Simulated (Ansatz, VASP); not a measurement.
**Two plane-wave programs on PtS2**

INCAR

```
ALGO = Normal ; DIPOL = 0.5 0.5 0.500
EDIFF = 1E-6 ; ENCUT = 520
GGA = PE ; IDIPOL = 3
ISIF = 2 ; ISMEAR = 0
IVDW = 12 ; LASPH = T
LCHARG = F ; LDIPOL = T
LREAL = F ; LWAVE = F
NBANDS = 18 ; NELM = 60
PREC = Accurate ; SIGMA = 0.02
```

File KPOINTS:

```
k-points
0
Gamma
  9 9 1
```

The input POSCAR:

```
PtS2
1.0
    3.4470000000      0.0000000000      0.0000000000
   -1.7235000000      2.9851895668      0.0000000000
    0.0000000000      0.0000000000     30.8254864268
S Pt
2 1
Direct
    0.6666666667      0.3333333333      0.4604061398
    0.3333333333      0.6666666667      0.5395938602
    0.0000000000      0.0000000000      0.5000000000
```

Input for Ansatz:

```yaml
crystal:
  lattice:
    - [3.447, 0.0, 0.0]
    - [-1.7235, 2.9851895668, 0.0]
    - [0.0, 0.0, 30.8254864268]
  atoms:
    - { symbol: S, position: [0.6666666667, 0.3333333333, 0.4604061398] }
    - { symbol: Pt, position: [0.0, 0.0, 0.5] }
    - { symbol: S, position: [0.3333333333, 0.6666666667, 0.5395938602] }
  periodic: [true, true, false]
basis:
  ecutwfc: 420
kpoints:
  mp_grid: { grid: [9, 9, 1] }
hamiltonian:
  xc: pbe
  dispersion: d3bj
scf:
  occupations: { method: gaussian, width: 0.02 }
output:
  forces: true
  stress: true
  eigenvalues: true
```

Alike in both runs: task single point; functional PBE; dispersion D3(BJ); k mesh 9 × 9 × 1; occupations gaussian, width 0.02 eV; no spin polarisation.

```csv
,VASP,Ansatz
version,VASP 6.6.1,Ansatz 0.2.0
potentials or method,"VASP PAW PBE potentials, release 64 (S, Pt), cutoff 520 eV","scalar-relativistic, plane waves, PAW"
valence electrons in the cell,22,30
```

VASP gave:

- gap on the k mesh at the Fermi level (eV): 1.97
- least direct gap on the mesh (eV): 2.07
- rms of the force components (eV/Å): 0.501

Estimate Ansatz's values.

gap on the k mesh at the Fermi level (eV): 1.97; least direct gap on the mesh (eV): 2.07; rms of the force components (eV/Å): 0.523.

VASP's potentials hold 22 valence electrons a cell and Ansatz's 30, so a difference there can come from the potentials and not from the codes.

Spin-orbit coupling is off throughout.
